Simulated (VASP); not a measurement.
Wanted: the native input for a VASP 6.6.1 run.

```yaml
Task: single point
Functional: PBEsol
Potentials_or_basis: VASP PAW PBE potentials, release 64 (Pt)
Cutoff: 520 eV
k_mesh: 15 × 15 × 4
Occupations: fermi-dirac, width 0.1 eV
Spin: no spin polarisation
Dipole_correction: no
Further_INCAR_settings: ALGO = Normal; EDIFF = 1e-06; NBANDS = 28
```

The structure of Pt lies in POSCAR:

```
Pt
1.0
    2.7549920221      0.0000000000      0.0000000000
   -1.3774960110      2.3858930783      0.0000000000
    0.0000000000      0.0000000000      9.1869085749
Pt
4
Direct
    1.0000000000      0.0000000000      0.0000000000
    1.0000000000      0.0000000000      0.5000000000
    0.3333333333      0.6666666667      0.2500000000
    0.6666666667      0.3333333333      0.7500000000
```

One way to write it, as run:

INCAR

```
  PREC = Accurate
  ENCUT = 520
  EDIFF = 1E-6
  ISMEAR = -1
  SIGMA = 0.1
  LREAL = False
  LASPH = True
  NELM = 100
  ALGO = Normal
  ISIF = 2
  LWAVE = False
  LCHARG = False
  GGA = PS
  NBANDS = 28
```

KPOINTS

```
Automatic mesh
0
Gamma
  15 15 4
```

Potentials or basis: VASP PAW PBE potentials, release 64 (Pt).

Launch:

```console
$ cat potpaw_PBE.64/Pt/POTCAR > POTCAR
$ mpirun -np 1 vasp_std > vasp.out
```

It gave:

```yaml
Pressure: -0.4 GPa
Band_gap_on_the_k_mesh: zero (band 20 reaches 11.47 eV, above the bottom of band 21 at 10.12 eV)
```

Caveat: the PAW data sets were made with another functional, which shifts forces and pressure a little; spin-orbit coupling is left out, which moves the levels of the heavy elements.

Run time: 44 s on 1 thread of Intel(R) Xeon(R) 6975P-C (Granite Rapids), with other jobs on the host, peak memory 0.23 GiB.
